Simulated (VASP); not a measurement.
Runs of VASP 6.6.1 on Cs. The structure is that of space group Pm-3m (No. 221), or close to it. The cells are those of the table. This isn't the form of Cs at room conditions, which is bcc.

```csv
task,cell,k mesh,cutoff (eV),gap on the mesh (eV),pressure (GPa)
single point,"a = 5.026 Å, 1 atom",10 × 10 × 10,520,none,0.0
single point,"a = 5.026 Å, 1 atom",7 × 7 × 7,520,none,0.0
single point,"a = 4.816 Å, 1 atom",7 × 7 × 7,520,none,(a)
single point,"a = 4.958 Å, 1 atom",7 × 7 × 7,520,none,0.1
relaxation of cell and atoms,"relaxed from a = 4.923 Å, 1 atom",7 × 7 × 7,600,none,0.0
```

Alike in all rows: level r2SCAN; potentials or basis VASP PAW PBE potentials, release 64 (Cs_sv); no spin polarisation; smearing fermi-dirac 0.1 eV.

Problem. Fill in the values left out.

Solution. (a) 0.2.

Caveats: the PAW data sets were made with another functional, which shifts forces and pressure a little; spin-orbit coupling is left out, which moves the levels of the heavy elements.

A k mesh can miss the band edges, and the runs leave out spin-orbit coupling on Cs.

A gap of «none» marks levels without a gap at the run's occupations.
